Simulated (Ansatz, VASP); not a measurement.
# Pt in VASP and in Ansatz

```
Pt
1.0
     0.00000    1.99759    1.99759
     1.99759    0.00000    1.99759
     1.99759    1.99759    0.00000
Pt
1
Direct
  0.00000 0.00000 0.00000
```

Alike in both runs: functional RPBE; k mesh 12 × 12 × 12; occupations fermi-dirac, width 0.1 eV; no spin polarisation.

Ansatz relaxed the structure, and its values are those at the end. VASP's run is a single point on that final structure, the one shown.

|  | VASP | Ansatz |
| --- | --- | --- |
| version | VASP 6.6.1 | Ansatz 0.2.0 |
| potentials or method | VASP PAW PBE potentials, release 64 (Pt) | plane waves, PAW |
| plane-wave cutoff (eV) | 500 | 420 |
| valence electrons in the cell | 10 | 18 |

|  | VASP | Ansatz | Ansatz less VASP |
| --- | --- | --- | --- |
| pressure (GPa) | -0.5 | 0.0 | +0.46 |

VASP's potentials were made for PBE, not for RPBE. With one functional, cell and mesh, what is left measures potentials, basis and numerics. VASP's potentials hold 10 valence electrons a cell and Ansatz's 18, so a difference there can come from the potentials and not from the codes.

Neither program's run includes spin-orbit coupling.
